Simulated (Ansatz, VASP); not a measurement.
Al in VASP and in Ansatz

```
CELL_PARAMETERS angstrom
2.81442 0.00000 0.00000
-1.40721 2.43736 0.00000
0.00000 0.00000 10.03950
ATOMIC_POSITIONS crystal
Al 0.00000 0.00000 0.00000
Al 0.33333 0.66667 0.25000
Al 0.00000 0.00000 0.50000
Al 0.66667 0.33333 0.75000
```

Alike in both runs: task single point; functional PBE; dispersion D3(BJ); k mesh 18 × 18 × 4; occupations gaussian, width 0.15 eV; no spin polarisation.

|  | VASP | Ansatz |
| --- | --- | --- |
| version | VASP 6.6.1 | Ansatz 0.2.0 |
| potentials or method | VASP PAW PBE potentials, release 64 (Al), cutoff 520 eV | scalar-relativistic, plane waves, PAW |
| valence electrons in the cell | 12 | 12 |

|  | VASP | Ansatz | Ansatz less VASP |
| --- | --- | --- | --- |
| gap on the k mesh at the Fermi level (eV) | none | none | - |
| pressure (GPa) | -5.1 | -5.1 | +0.01 |
| traceless stress, the component that is largest in VASP (GPa) | -3.60 | -3.61 | -0.008 |

A gap of «none» marks a metal or a gap that the smearing closes.
